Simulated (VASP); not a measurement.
# NiO2 (Fd-3m) in VASP: single point with r2SCAN

Aim: the single point of NiO2 with r2SCAN.

Program: VASP 6.6.1. These are calculated values, not measurements. Logs are shortened: lines on timing, memory, paths and dates and some standing lists are left out, and cuts for length are marked.

**1. The cell of the first run**

The structure is cubic, space group Fd-3m (No. 227). The conventional cell has a = 7.835 Å, b = 7.835 Å, c = 7.835 Å, α = 90.00°, β = 90.00°, γ = 90.00°. Within 2.5 Å of Ni (site symmetry -3m) lie 6 O at 1.86 Å. Within 2.5 Å of O (site symmetry 3m) lie 3 Ni at 1.86 Å and 3 O at 2.47 Å.

**2. Single point, r2SCAN**

Input file POSCAR:

```
NiO2
1.0
    0.0000000000      3.9175385118      3.9175385118
    3.9175385118      0.0000000000      3.9175385118
    3.9175385118      3.9175385118      0.0000000000
Ni O
4 8
Direct
    0.6250000000      0.6250000000      0.6250000000
    0.6250000000      0.6250000000      0.1250000000
    0.6250000000      0.1250000000      0.6250000000
    0.1250000000      0.6250000000      0.6250000000
    0.4154898304      0.8615033899      0.8615033899
    0.8615033899      0.8615033899      0.8615033899
    0.8345101696      0.3884966101      0.3884966101
    0.3884966101      0.3884966101      0.8345101696
    0.3884966101      0.3884966101      0.3884966101
    0.3884966101      0.8345101696      0.3884966101
    0.8615033899      0.8615033899      0.4154898304
    0.8615033899      0.4154898304      0.8615033899
```

Input file INCAR.step1:

```
  ALGO = Normal
  EDIFF = 1E-4
  ENCUT = 520
  GGA = PE
  ISMEAR = 0
  LASPH = True
  LCHARG = False
  LREAL = False
  LWAVE = True
  NBANDS = 56
  NELM = 100
  PREC = Accurate
  SIGMA = 0.05
```

Input file INCAR.step2:

```
  ALGO = Normal
  EDIFF = 1E-6
  ENCUT = 520
  ISIF = 2
  ISMEAR = 0
  ISTART = 1
  LASPH = True
  LCHARG = False
  LMIXTAU = True
  LREAL = False
  LWAVE = False
  METAGGA = R2SCAN
  NBANDS = 56
  NELM = 100
  PREC = Accurate
  SIGMA = 0.05
```

Input file KPOINTS:

```
k-points
0
Gamma
  6 6 6
```

Potentials or basis: VASP PAW PBE potentials, release 64 (Ni, O).

Started as:

```bash
> cat potpaw_PBE.64/Ni/POTCAR potpaw_PBE.64/O/POTCAR > POTCAR
> cp INCAR.step1 INCAR
> mpirun -np 1 vasp_std > vasp.out
> cp INCAR.step2 INCAR
> mpirun -np 1 vasp_std > vasp.out
```

OUTCAR:

```text
EDIFF = 1E-6
   ENCUT = 520
   ISIF = 2
   ISMEAR = 0
   ISTART = 1
   LASPH = True
   LREAL = False
   METAGGA = R2SCAN
   NELM = 100
   PREC = Accurate

 ion  position               nearest neighbor table
   1  0.625  0.625  0.625-   5 1.86   7 1.86   8 1.86  10 1.86  11 1.86  12 1.86   2 2.77   3 2.77
                             4 2.77   2 2.77   3 2.77   4 2.77
   2  0.625  0.625  0.125-   5 1.86   7 1.86  10 1.86  12 1.86   6 1.86   9 1.86   1 2.77   1 2.77
                             3 2.77   4 2.77   3 2.77   4 2.77
   3  0.625  0.125  0.625-   5 1.86   7 1.86   8 1.86  11 1.86   9 1.86   6 1.86   1 2.77   2 2.77
                             1 2.77   2 2.77   4 2.77   4 2.77
   4  0.125  0.625  0.625-   8 1.86  10 1.86  11 1.86  12 1.86   9 1.86   6 1.86   1 2.77   2 2.77
                             3 2.77   1 2.77   2 2.77   3 2.77
   5  0.415  0.862  0.862-   2 1.86   3 1.86   1 1.86
   6  0.862  0.862  0.862-   2 1.86   3 1.86   4 1.86
   7  0.835  0.388  0.388-   2 1.86   3 1.86   1 1.86
   8  0.388  0.388  0.835-   3 1.86   4 1.86   1 1.86
   9  0.388  0.388  0.388-   2 1.86   3 1.86   4 1.86
  10  0.388  0.835  0.388-   2 1.86   4 1.86   1 1.86
  11  0.862  0.862  0.415-   3 1.86   4 1.86   1 1.86
  12  0.862  0.415  0.862-   2 1.86   4 1.86   1 1.86

  LATTYP: Found a face centered cubic cell.
 ALAT       =     7.8350770236

  Lattice vectors:

 A1 = (   0.0000000000,   3.9175385118,   3.9175385118)
 A2 = (   3.9175385118,   0.0000000000,   3.9175385118)
 A3 = (   3.9175385118,   3.9175385118,   0.0000000000)

Analysis of symmetry for initial positions (statically):
=====================================================================
 Subroutine PRICEL returns:
 Original cell was already a primitive cell.

 Routine SETGRP: Setting up the symmetry group for a
 face centered cubic supercell.

 Subroutine GETGRP returns: Found 48 space group operations
 (whereof 24 operations were pure point group operations)
 out of a pool of 48 trial point group operations.

The static configuration has the point symmetry T_d .
 The point group associated with its full space group is O_h .

Analysis of symmetry for dynamics (positions and initial velocities):
=====================================================================
 Subroutine PRICEL returns:
 Original cell was already a primitive cell.

 Routine SETGRP: Setting up the symmetry group for a
 face centered cubic supercell.

 Subroutine GETGRP returns: Found 48 space group operations
 (whereof 24 operations were pure point group operations)
 out of a pool of 48 trial point group operations.

The dynamic configuration has the point symmetry T_d .
 The point group associated with its full space group is O_h .

 Subroutine INISYM returns: Found 48 space group operations
 (whereof 24 operations are pure point group operations),
 and found     1 'primitive' translations

----------------------------------------------------------------------------------------

                                     Primitive cell

  volume of cell :     120.2458

  direct lattice vectors                    reciprocal lattice vectors
     0.000000000  3.917538512  3.917538512    -0.127631164  0.127631164  0.127631164
     3.917538512  0.000000000  3.917538512     0.127631164 -0.127631164  0.127631164
     3.917538512  3.917538512  0.000000000     0.127631164  0.127631164 -0.127631164

  length of vectors
     5.540236095  5.540236095  5.540236095     0.221063661  0.221063661  0.221063661

  position of ions in fractional coordinates (direct lattice)
     0.625000000  0.625000000  0.625000000
     0.625000000  0.625000000  0.125000000
     0.625000000  0.125000000  0.625000000
     0.125000000  0.625000000  0.625000000
     0.415489830  0.861503390  0.861503390
     0.861503390  0.861503390  0.861503390
     0.834510170  0.388496610  0.388496610
     0.388496610  0.388496610  0.834510170
     0.388496610  0.388496610  0.388496610
     0.388496610  0.834510170  0.388496610
     0.861503390  0.861503390  0.415489830
     0.861503390  0.415489830  0.861503390

  ion indices of the primitive-cell ions
   primitive index   ion index
                 1           1
                 2           2
                 3           3
                 4           4
                 5           5
                 6           6
                 7           7
                 8           8
                 9           9
                10          10
                11          11
                12          12

----------------------------------------------------------------------------------------

 KPOINTS: k-points

Automatic generation of k-mesh.
 Grid dimensions read from file:
 generate k-points for:    6    6    6

 Generating k-lattice:

  Cartesian coordinates                     Fractional coordinates (reciprocal lattice)
    -0.021271861  0.021271861  0.021271861     0.166666667  0.000000000  0.000000000
     0.021271861 -0.021271861  0.021271861     0.000000000  0.166666667  0.000000000
     0.021271861  0.021271861 -0.021271861     0.000000000  0.000000000  0.166666667

  Length of vectors
     0.036843943  0.036843943  0.036843943

  Shift w.r.t. Gamma in fractional coordinates (k-lattice)
     0.000000000  0.000000000  0.000000000

 Subroutine IBZKPT returns following result:
 ===========================================

 Found     16 irreducible k-points:

 Following reciprocal coordinates:
            Coordinates               Weight
  0.000000  0.000000  0.000000      1.000000
  0.166667  0.000000  0.000000      8.000000
  0.333333  0.000000  0.000000      8.000000
  0.500000  0.000000  0.000000      4.000000
  0.166667  0.166667  0.000000      6.000000
  0.333333  0.166667  0.000000     24.000000
[... 8 lines left out ...]
 -0.333333  0.333333  0.166667     24.000000
 -0.333333  0.500000  0.166667     12.000000
   k-points           NKPTS =     16   k-points in BZ     NKDIM =     16   number of bands    NBANDS=     56
   number of dos      NEDOS =    301   number of ions     NIONS =     12
   total plane-waves  NPLWV =  74088
   dimension x,y,z NGX =    42 NGY =   42 NGZ =   42
   dimension x,y,z NGXF=    84 NGYF=   84 NGZF=   84
   ions per type =               4   8
   NGX,Y,Z   is equivalent  to a cutoff of  12.60, 12.60, 12.60 a.u.
   NGXF,Y,Z  is equivalent  to a cutoff of  25.21, 25.21, 25.21 a.u.
 SYSTEM =  unknown system
   PREC   = accura    normal or accurate (medium, high low for compatibility)
   ISTART =      1    job   : 0-new  1-cont  2-samecut
   ICHARG =      0    charge: 1-file 2-atom 10-const
   ISPIN  =      1    spin polarized calculation?
   LNONCOLLINEAR =      F non collinear calculations
   LSORBIT =      F    spin-orbit coupling
   LASPH  =      T    aspherical Exc in radial PAW
   ENCUT  =  520.0 eV  38.22 Ry    6.18 a.u.  10.30 10.30 10.30*2*pi/ulx,y,z
   NELM   =    100;   NELMIN=  2; NELMDL=  0     # of ELM steps
   EDIFF  = 0.1E-05   stopping-criterion for ELM
   LREAL  =      F    real-space projection
   EDIFFG = 0.1E-04   stopping-criterion for IOM
   NSW    =      0    number of steps for IOM
   IBRION =     -1    ionic relax: 0-MD 1-quasi-New 2-CG
   NFREE  =      0    steps in history (QN), initial steepest desc. (CG)
   ISIF   =      2    stress and relaxation
   ISYM   =      2    0-nonsym 1-usesym 2-fastsym
   POTIM  = 0.5000    time-step for ionic-motion
   TEBEG  =    0.0;   TEEND  =   0.0 temperature during run
   PSTRESS=    0.0 pullay stress
   NELECT =      88.0000    total number of electrons
   NUPDOWN=      -1.0000    fix difference up-down
   EMIN   =  10.00;   EMAX   =-10.00  energy-range for DOS
   EFERMI =   0.00;   METHOD = LEGACY
   ISMEAR =     0;   SIGMA  =   0.05  broadening in eV -4-tet -1-fermi 0-gaus
   EFERMI_NEDOS =   21; number of points for ismear=-14 and -15
   IALGO  =     38    algorithm
   IMIX   =      4    mixing-type and parameters
     AMIX     =   0.40;   BMIX     =  1.00
     AMIX_MAG =   1.60;   BMIX_MAG =  1.00
  volume/ion in A,a.u.               =      10.02        67.62
  Fermi-wavevector in a.u.,A,eV,Ry     =   1.475296  2.787905 29.613050  2.176498
  Thomas-Fermi vector in A             =   2.589962
   LORBIT       =      0    0 simple, 1 ext, 2 COOP (PROOUT), +10 PAW based schemes
   METAGGA = R2SCAN    functional components
   LHFCALC =     F    Hartree Fock is set to
   AEXX    =    0.0000 exact exchange contribution
   IVDW    =     0    specifies the selected vdW correction
   LEPSILON=     F    determine dielectric tensor
   LRPA    =     F    only Hartree local field effects (RPA)
 non-spin polarized calculation
 Gauss-broadening in eV      SIGMA  =   0.05
  energy-cutoff  :      520.00
  volume of cell :      120.25
 maximum number of plane-waves:      3287
 NGX is ok and might be reduce to    42
   NGX = 21   NGY = 21   NGZ = 21

 number of electron      87.9999946 magnetization

 Free energy of the ion-electron system (eV)
  ---------------------------------------------------
  ext. energy  EPLUGINS =         0.00000000
  ---------------------------------------------------
  free energy    TOTEN  =      -105.78398642 eV

  energy without entropy =     -105.78398642  energy(sigma->0) =     -105.78398642

 E-fermi :   2.5238     XC(G=0): -11.8030

 val. band max:        2.3037647011   @ k =  -0.3333   0.3333   0.0000
 cond. band min:       3.8602695890   @ k =   0.5000   0.5000   0.0000
 fundamental gap:      1.5565048880
 Fermi energy:         2.5238359374

 k-point     1 :       0.0000    0.0000    0.0000
  band No.  band energies     occupation
      1     -18.0571      2.00000
      2     -16.4576      2.00000
      3     -15.9585      2.00000
      4     -15.9585      2.00000
      5     -15.9585      2.00000
      6     -15.7707      2.00000
[... 933 lines left out ...]
     55      15.6247      0.00000
     56      15.6247      0.00000

------------------------ aborting loop because EDIFF is reached ----------------------------------------

  FORCE on cell =-STRESS in cart. coord.  units (eV):
  Direction    XX          YY          ZZ          XY          YZ          ZX
  --------------------------------------------------------------------------------------
  -------------------------------------------------------------------------------------
  Total        1.1547509      1.1547509      1.1547509      0.0000000      0.0000000      0.0000000
  in kB       15.3861181     15.3861181     15.3861181      0.0000000      0.0000000      0.0000000
  external PRESSURE =      15.3861181 kB  Pullay stress =       0.0000000 kB

 VOLUME and BASIS-vectors are now :
 -----------------------------------------------------------------------------
  energy-cutoff  :      520.00
  volume of cell :      120.25
      direct lattice vectors                 reciprocal lattice vectors
     0.000000000  3.917538512  3.917538512    -0.127631164  0.127631164  0.127631164
     3.917538512  0.000000000  3.917538512     0.127631164 -0.127631164  0.127631164
     3.917538512  3.917538512  0.000000000     0.127631164  0.127631164 -0.127631164

 POSITION                                       TOTAL-FORCE (eV/Angst)
 -----------------------------------------------------------------------------------
      4.89692      4.89692      4.89692        -0.000000     -0.000000     -0.000000
      2.93815      2.93815      4.89692        -0.000000     -0.000000     -0.000000
      2.93815      4.89692      2.93815        -0.000000     -0.000000     -0.000000
      4.89692      2.93815      2.93815        -0.000000     -0.000000     -0.000000
      6.74995      5.00267      5.00267         0.076846     -0.076846     -0.076846
      6.74995      6.74995      6.74995         0.076846      0.076846      0.076846
      3.04390      4.79118      4.79118        -0.076846      0.076846      0.076846
      4.79118      4.79118      3.04390         0.076846      0.076846     -0.076846
      3.04390      3.04390      3.04390        -0.076846     -0.076846     -0.076846
      4.79118      3.04390      4.79118         0.076846     -0.076846      0.076846
      5.00267      5.00267      6.74995        -0.076846     -0.076846      0.076846
      5.00267      6.74995      5.00267        -0.076846      0.076846     -0.076846
 -----------------------------------------------------------------------------------
    total drift:                                0.000000      0.000000      0.000000

  FREE ENERGIE OF THE ION-ELECTRON SYSTEM (eV)
  ---------------------------------------------------
  free  energy   TOTEN  =      -105.7839864233 eV

  energy  without entropy=     -105.7839864233  energy(sigma->0) =     -105.78398642
```

Run time: 4.7 min. Hardware: 1 thread of Intel Xeon 6975P-C (Granite Rapids), shared host; peak memory 0.32 GiB.

What came out:

| Property | Result |
| --- | --- |
| Free energy | -105.7840 eV |
| Pressure | 1.5 GPa |
| Largest force | 0.133 eV/Å |
| Band gap on the k mesh | 1.56 eV, indirect (least direct gap 1.59 eV) |

Forces on the atoms (eV/Å):
```
Ni   0.000  0.000  0.000
Ni   0.000  0.000  0.000
Ni   0.000  0.000  0.000
Ni   0.000  0.000  0.000
O    0.077 -0.077 -0.077
O    0.077  0.077  0.077
O   -0.077  0.077  0.077
O    0.077  0.077 -0.077
O   -0.077 -0.077 -0.077
O    0.077 -0.077  0.077
O   -0.077 -0.077  0.077
O   -0.077  0.077 -0.077
```

Levels at points of the mesh, in eV from the valence-band top:
| k point | band 41 | band 42 | band 43 | band 44 | band 45 | band 46 | band 47 | band 48 |
| --- | --- | --- | --- | --- | --- | --- | --- | --- |
| (0.00, 0.00, 0.00) | -0.49 | -0.28 | -0.28 | -0.28 | 2.42 | 2.42 | 2.42 | 2.86 |
| (0.50, 0.00, 0.00) | -0.50 | -0.43 | -0.29 | -0.29 | 2.09 | 2.09 | 2.10 | 2.15 |
| (0.50, 0.50, 0.00) | -0.21 | -0.21 | -0.03 | -0.03 | 1.56 | 1.56 | 2.00 | 2.00 |

Caveat: the PAW data sets were made with another functional, which shifts forces and pressure a little. Spin polarisation is off, so any magnetic state and its effect on volume and gap are missing.
